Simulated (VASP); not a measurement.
Input of a VASP 6.6.1 run:

File INCAR:

```
SYSTEM = PtSe2
PREC = Accurate
ENCUT = 520
EDIFF = 1E-7
ISMEAR = -1
SIGMA = 0.05
LREAL = .False.
LASPH = .True.
NELM = 60
ALGO = Normal
ISIF = 2
LWAVE = .False.
LCHARG = .True.
GGA = B5
ALDAX = 1.0
AGGAX = 1.0
AGGAC = 1.0
ALDAC = 0.0
IVDW = 13
VDW_S6 = 1.0
VDW_S8 = 2.34076671
VDW_A1 = 0.44488865
VDW_A2 = 4.0933009
LELF = .True.
LVHAR = .True.
NBANDS = 18
```

KPOINTS

```
regular mesh
0
Gamma
  8 8 5
  0 0 0
```

Contents of POSCAR:

```
PtSe2
1.0
    3.7240000000      0.0000000000      0.0000000000
   -1.8620000000      3.2250786037      0.0000000000
    0.0000000000      0.0000000000      5.0620000000
Pt Se
1 2
Direct
    0.0000000000      0.0000000000      0.0000000000
    0.6666666667      0.3333333333      0.7500000000
    0.3333333333      0.6666666667      0.2500000000
```

Potentials or basis: VASP PAW PBE potentials, release 64 (Pt, Se).

Launch:

```bash
$ cat potpaw_PBE.64/Pt/POTCAR potpaw_PBE.64/Se/POTCAR > POTCAR
$ mpirun -np 1 vasp_std > vasp.out
```

Task: Estimate the largest force.

Result: 1.178 eV/Å.

Task: Predict the pressure.

Result: 7.8 GPa.

Task: Predict the band gap on the k mesh.

Result: Zero (band 11 reaches 7.37 eV, above the bottom of band 12 at 7.12 eV).

Task: Predict the dispersion energy per atom.

Result: -0.965 eV.

Forces in eV/Å, atoms in the order of the input:
```
Pt   0.000  0.000  0.000
Se   0.000  0.000 -1.178
Se   0.000  0.000  1.178
```

Caveat: the PAW data sets were made with another functional, which shifts forces and pressure a little; spin-orbit coupling is left out, which moves the levels of the heavy elements; pairwise dispersion overbinds metals, which lowers pressure and volume.
